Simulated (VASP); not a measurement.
# Li2B (P-6m2) in VASP: notebook, part 2 of 2

VASP 6.6.1. The steps go on from the part before.

## Step 4: Single point, PBE

This run uses another cell than the first one, of 13.43 Å³/atom, 1.134 times its volume.

INCAR

```
PREC = Accurate
ENCUT = 520
EDIFF = 1E-6
ISMEAR = 0
SIGMA = 0.1
LREAL = False
LASPH = True
NELM = 100
ALGO = Normal
ISIF = 2
LWAVE = False
LCHARG = False
GGA = PE
NBANDS = 12
```

KPOINTS

```
regular mesh
0
Gamma
  12 12 2
```

POSCAR

```
Li2B
1.0
    2.0595510500      0.0000000000      0.0000000000
   -1.0297755300      1.7836235300      0.0000000000
    0.0000000000      0.0000000000     10.9660448900
Li B
2 1
Direct
    0.6666666700      0.3333333300      0.9079995200
    0.6666666700      0.3333333300      0.0920004800
    0.3333333300      0.6666666700      0.0000000000
```

Potentials or basis: VASP PAW PBE potentials, release 64 (Li_sv, B).

Command:

```bash
> cat potpaw_PBE.64/Li_sv/POTCAR potpaw_PBE.64/B/POTCAR > POTCAR
> mpirun -np 1 vasp_std > vasp.out
```

OUTCAR:

```text
PREC = Accurate
   ENCUT = 520
   EDIFF = 1E-6
   ISMEAR = 0
   LREAL = False
   LASPH = True
   NELM = 100
   ISIF = 2
   GGA = PE

 ion  position               nearest neighbor table
   1  0.667  0.333  0.908-   3 1.56   3 1.56   3 1.56   2 2.02
   2  0.667  0.333  0.092-   3 1.56   3 1.56   3 1.56   1 2.02
   3  0.333  0.667  0.000-   1 1.56   2 1.56   1 1.56   2 1.56   1 1.56   2 1.56

  LATTYP: Found a hexagonal cell.
 ALAT       =     2.0595510500
 C/A-ratio  =     5.3244831635

  Lattice vectors:

 A1 = (   2.0595510500,   0.0000000000,   0.0000000000)
 A2 = (  -1.0297755300,   1.7836235300,   0.0000000000)
 A3 = (   0.0000000000,   0.0000000000,  10.9660448900)

Analysis of symmetry for initial positions (statically):
=====================================================================
 Subroutine PRICEL returns:
 Original cell was already a primitive cell.

 Routine SETGRP: Setting up the symmetry group for a
 hexagonal supercell.

 Subroutine GETGRP returns: Found 12 space group operations
 (whereof 12 operations were pure point group operations)
 out of a pool of 24 trial point group operations.

The static configuration has the point symmetry D_3h.

Analysis of symmetry for dynamics (positions and initial velocities):
=====================================================================
 Subroutine PRICEL returns:
 Original cell was already a primitive cell.

 Routine SETGRP: Setting up the symmetry group for a
 hexagonal supercell.

 Subroutine GETGRP returns: Found 12 space group operations
 (whereof 12 operations were pure point group operations)
 out of a pool of 24 trial point group operations.

The dynamic configuration has the point symmetry D_3h.

 Subroutine INISYM returns: Found 12 space group operations
 (whereof 12 operations are pure point group operations),
 and found     1 'primitive' translations

----------------------------------------------------------------------------------------

                                     Primitive cell

  volume of cell :      40.2834

  direct lattice vectors                    reciprocal lattice vectors
     2.059551050  0.000000000  0.000000000     0.485542711  0.280328216  0.000000000
    -1.029775530  1.783623530  0.000000000     0.000000000  0.560656430  0.000000000
     0.000000000  0.000000000 10.966044890     0.000000000  0.000000000  0.091190581

  length of vectors
     2.059551050  2.059551053 10.966044890     0.560656430  0.560656430  0.091190581

  position of ions in fractional coordinates (direct lattice)
     0.666666670  0.333333330  0.907999520
     0.666666670  0.333333330  0.092000480
     0.333333330  0.666666670  0.000000000

  ion indices of the primitive-cell ions
   primitive index   ion index
                 1           1
                 2           2
                 3           3

----------------------------------------------------------------------------------------

 KPOINTS: regular mesh

Automatic generation of k-mesh.
 Grid dimensions read from file:
 generate k-points for:   12   12    2

 Generating k-lattice:

  Cartesian coordinates                     Fractional coordinates (reciprocal lattice)
     0.040461893  0.023360685  0.000000000     0.083333333  0.000000000  0.000000000
     0.000000000  0.046721369  0.000000000     0.000000000  0.083333333  0.000000000
     0.000000000  0.000000000  0.045595290     0.000000000  0.000000000  0.500000000

  Length of vectors
     0.046721369  0.046721369  0.045595290

  Shift w.r.t. Gamma in fractional coordinates (k-lattice)
     0.000000000  0.000000000  0.000000000

 Subroutine IBZKPT returns following result:
 ===========================================

 Found     38 irreducible k-points:

 Following reciprocal coordinates:
            Coordinates               Weight
  0.000000  0.000000  0.000000      1.000000
  0.083333 -0.000000  0.000000      6.000000
  0.166667 -0.000000  0.000000      6.000000
  0.250000  0.000000  0.000000      6.000000
  0.333333 -0.000000  0.000000      6.000000
  0.416667 -0.000000  0.000000      6.000000
[... 16 lines left out ...]
  0.250000  0.000000  0.500000      6.000000
  0.333333 -0.000000  0.500000      6.000000
 [... further k-points ...]
   k-points           NKPTS =     38   k-points in BZ     NKDIM =     38   number of bands    NBANDS=     12
   number of dos      NEDOS =    301   number of ions     NIONS =      3
   total plane-waves  NPLWV =  21504
   dimension x,y,z NGX =    16 NGY =   16 NGZ =   84
   dimension x,y,z NGXF=    32 NGYF=   32 NGZF=  168
   ions per type =               2   1
   NGX,Y,Z   is equivalent  to a cutoff of  12.92, 12.92, 12.73 a.u.
   NGXF,Y,Z  is equivalent  to a cutoff of  25.83, 25.83, 25.47 a.u.
 SYSTEM =  unknown system
   PREC   = accura    normal or accurate (medium, high low for compatibility)
   ISTART =      0    job   : 0-new  1-cont  2-samecut
   ICHARG =      2    charge: 1-file 2-atom 10-const
   ISPIN  =      1    spin polarized calculation?
   LNONCOLLINEAR =      F non collinear calculations
   LSORBIT =      F    spin-orbit coupling
   LASPH  =      T    aspherical Exc in radial PAW
   ENCUT  =  520.0 eV  38.22 Ry    6.18 a.u.   3.83  3.83 20.39*2*pi/ulx,y,z
   NELM   =    100;   NELMIN=  2; NELMDL= -5     # of ELM steps
   EDIFF  = 0.1E-05   stopping-criterion for ELM
   LREAL  =      F    real-space projection
   EDIFFG = 0.1E-04   stopping-criterion for IOM
   NSW    =      0    number of steps for IOM
   IBRION =     -1    ionic relax: 0-MD 1-quasi-New 2-CG
   NFREE  =      0    steps in history (QN), initial steepest desc. (CG)
   ISIF   =      2    stress and relaxation
   ISYM   =      2    0-nonsym 1-usesym 2-fastsym
   POTIM  = 0.5000    time-step for ionic-motion
   TEBEG  =    0.0;   TEEND  =   0.0 temperature during run
   PSTRESS=    0.0 pullay stress
   NELECT =       9.0000    total number of electrons
   NUPDOWN=      -1.0000    fix difference up-down
   EMIN   =  10.00;   EMAX   =-10.00  energy-range for DOS
   EFERMI =   0.00;   METHOD = LEGACY
   ISMEAR =     0;   SIGMA  =   0.10  broadening in eV -4-tet -1-fermi 0-gaus
   EFERMI_NEDOS =   21; number of points for ismear=-14 and -15
   IALGO  =     38    algorithm
   IMIX   =      4    mixing-type and parameters
     AMIX     =   0.40;   BMIX     =  1.00
     AMIX_MAG =   1.60;   BMIX_MAG =  1.00
  volume/ion in A,a.u.               =      13.43        90.62
  Fermi-wavevector in a.u.,A,eV,Ry     =   0.993376  1.877209 13.426178  0.986796
  Thomas-Fermi vector in A             =   2.125254
   LORBIT       =      0    0 simple, 1 ext, 2 COOP (PROOUT), +10 PAW based schemes
   GGA     = PE    functional components
   LHFCALC =     F    Hartree Fock is set to
   AEXX    =    0.0000 exact exchange contribution
   IVDW    =     0    specifies the selected vdW correction
   LEPSILON=     F    determine dielectric tensor
   LRPA    =     F    only Hartree local field effects (RPA)
 non-spin polarized calculation
 Gauss-broadening in eV      SIGMA  =   0.10
  energy-cutoff  :      520.00
  volume of cell :       40.28
 maximum number of plane-waves:      1116
 NGX is ok and might be reduce to    16
   NGX =  7   NGY =  7   NGZ = 41

 number of electron       9.0000005 magnetization

 Free energy of the ion-electron system (eV)
  ---------------------------------------------------
  ext. energy  EPLUGINS =         0.00000000
  ---------------------------------------------------
  free energy    TOTEN  =         0.87977242 eV

  energy without entropy =        0.88749321  energy(sigma->0) =        0.88363282

 E-fermi :   0.6205     XC(G=0):  -6.0095

 val. band max:        0.4626359305   @ k =   0.0833   0.0833   0.5000
 cond. band min:       0.6433491488   @ k =   0.3333  -0.0000   0.0000
 fundamental gap:      0.1807132184
 Fermi energy:         0.6205459635

 k-point     1 :       0.0000    0.0000    0.0000
  band No.  band energies     occupation
      1     -45.0062      2.00000
      2     -44.6918      2.00000
      3     -10.7771      2.00000
      4      -1.3597      2.00000
      5      -0.2790      2.00000
      6       1.7138      0.00000
      7       4.1960      0.00000
      8       6.9460      0.00000
      9       9.4058      0.00000
     10      14.0546      0.00000
     11      14.0546      0.00000
     12      14.8402      0.00000
[... 331 lines left out ...]
 k-point    24 :       0.3333   -0.0000    0.5000
  band No.  band energies     occupation
      1     -44.4651      2.00000
      2     -44.1884      2.00000
      3      -8.4256      2.00000
      4      -0.8063      2.00000
      5       0.6439      0.74102
      6       5.7299      0.00000
      7       6.1345      0.00000
      8       8.9351      0.00000
      9       9.7543      0.00000
     10      11.2496      0.00000
     11      14.6989      0.00000
     12      16.6876      0.00000

 [... further k-points ...]
[... 5 lines left out ...]
  --------------------------------------------------------------------------------------
  -------------------------------------------------------------------------------------
  Total       18.0009408     18.0009408     24.1132727     -0.0000001      0.0000000      0.0000000
  in kB      715.9455808    715.9455811    959.0493733     -0.0000020      0.0000000      0.0000000
  external PRESSURE =     796.9801784 kB  Pullay stress =       0.0000000 kB

 VOLUME and BASIS-vectors are now :
 -----------------------------------------------------------------------------
  energy-cutoff  :      520.00
  volume of cell :       40.28
      direct lattice vectors                 reciprocal lattice vectors
     2.059551050  0.000000000  0.000000000     0.485542711  0.280328216  0.000000000
    -1.029775530  1.783623530  0.000000000     0.000000000  0.560656430  0.000000000
     0.000000000  0.000000000 10.966044890     0.000000000  0.000000000  0.091190581

 POSITION                                       TOTAL-FORCE (eV/Angst)
 -----------------------------------------------------------------------------------
      1.02978      0.59454      9.95716        -0.000000     -0.000000    -12.060790
      1.02978      0.59454      1.00888        -0.000000      0.000000     12.060790
     -0.00000      1.18908      0.00000         0.000000      0.000000      0.000000
 -----------------------------------------------------------------------------------
    total drift:                               -0.000014      0.000008      0.000000

  FREE ENERGIE OF THE ION-ELECTRON SYSTEM (eV)
  ---------------------------------------------------
  free  energy   TOTEN  =         0.8797724168 eV

  energy  without entropy=        0.8874932136  energy(sigma->0) =        0.88363282
```

Run time: 14 s. Hardware: 1 thread of Intel Xeon Platinum 8375C at 2.90GHz (Ice Lake), shared host; peak memory 0.15 GiB.

Results:

* Free energy: 0.8798 eV
* Largest force: 12.061 eV/Å

Forces in eV/Å, atoms in the order of the input:
```
Li    0.000   0.000 -12.061
Li    0.000   0.000  12.061
B     0.000   0.000   0.000
```

Levels at points of the mesh, in eV from the Fermi level:
| k point | band 2 | band 3 | band 4 | band 5 | band 6 | band 7 | band 8 | band 9 |
| --- | --- | --- | --- | --- | --- | --- | --- | --- |
| (0.00, 0.00, 0.00) | -45.31 | -11.40 | -1.98 | -0.90 | 1.09 | 3.58 | 6.33 | 8.79 |
| (0.50, 0.00, 0.00) | -44.64 | -7.06 | -3.17 | -1.18 | 7.25 | 9.62 | 10.14 | 10.46 |
| (0.00, 0.00, 0.50) | -45.31 | -11.40 | -1.99 | -0.87 | 0.99 | 4.00 | 5.52 | 9.91 |
| (0.50, 0.00, 0.50) | -44.64 | -7.06 | -3.17 | -1.18 | 7.25 | 9.63 | 10.13 | 10.48 |

Caveat: the cutoff is under 1.25 times the usual one of these potentials, so pressure, stress and relaxed cells hold a basis-set (Pulay) error.

## Step 5: Overview

| cell | k mesh | gap on the mesh (eV) | largest force (eV/Å) |
| --- | --- | --- | --- |
| a = 2.573, b = 2.573, c = 6.199 Å, angles 90.0, 90.0, 120.0°, 3 atoms | 6 × 6 × 4 | none | 0.01 |
| a = 2.479, b = 2.479, c = 6.302 Å, angles 90.0, 90.0, 120.0°, 3 atoms | 12 × 12 × 2 | none | 0.01 |
| a = 2.060, b = 2.060, c = 10.966 Å, angles 90.0, 90.0, 120.0°, 3 atoms | 12 × 12 × 2 | none | 12.06 |

Alike in all rows: task single point; level PBE; potentials or basis VASP PAW PBE potentials, release 64 (Li_sv, B); no spin polarisation; cutoff (eV) 520; smearing gaussian 0.1 eV.

Caveats: some runs use coarse meshes; the cutoff is under 1.25 times the usual one of these potentials, so pressure, stress and relaxed cells hold a basis-set (Pulay) error.

Absolute energies hang on the potentials; compare differences alone.
